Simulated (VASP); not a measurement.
Write the native input for VASP 6.6.1 that does the following.

```yaml
Task: single point
Functional: PBE
Potentials_or_basis: VASP PAW PBE potentials, release 64 (Zr_sv, Al, N)
Cutoff: 520 eV
k_mesh: 6 × 6 × 6
Occupations: gaussian, width 0.1 eV
Spin: no spin polarisation
Dipole_correction: no
Further_INCAR_settings: ALGO = Normal; EDIFF = 1e-06; NBANDS = 28
```

The structure of Zr2Al3N lies in POSCAR:

```
Zr2Al3N
1.0
    5.5662795400      0.0000000000      0.0000000000
   -2.7831397700      4.8205394900      0.0000000000
    0.0000000000      0.0000000000      3.0917052300
Zr Al N
2 3 1
Direct
    0.3333333300      0.6666666700      0.0000000000
    0.6666666700      0.3333333300      0.0000000000
    0.5000000000      0.0000000000      0.5000000000
    0.5000000000      0.5000000000      0.5000000000
    0.0000000000      0.5000000000      0.5000000000
    0.0000000000      0.0000000000      0.0000000000
```

The input as run:

INCAR

```
SYSTEM = Zr2Al3N
PREC = Accurate ; ENCUT = 520
EDIFF = 1E-6 ; ISMEAR = 0
SIGMA = 0.1 ; LREAL = .FALSE.
LASPH = .TRUE. ; NELM = 80
ALGO = Normal ; ISIF = 2
LWAVE = .FALSE. ; LCHARG = .TRUE.
GGA = PE ; LELF = .TRUE.
LVHAR = .TRUE. ; NBANDS = 28
```

KPOINTS

```
regular mesh
0
G
  6 6 6
  0 0 0
```

Potentials or basis: VASP PAW PBE potentials, release 64 (Zr_sv, Al, N).

The run is started by

```sh
$ cat potpaw_PBE.64/Zr_sv/POTCAR potpaw_PBE.64/Al/POTCAR potpaw_PBE.64/N/POTCAR > POTCAR
$ mpirun -np 1 vasp_std > vasp.out
```

It gave:

```
Pressure               : 90.7 GPa
Band gap on the k mesh : zero (band 19 reaches 9.99 eV, above the bottom of band 20 at 8.53 eV)
```

Run time: 37 s on 1 thread of Intel(R) Xeon(R) 6975P-C (Granite Rapids), on a shared host, peak memory 0.21 GiB.
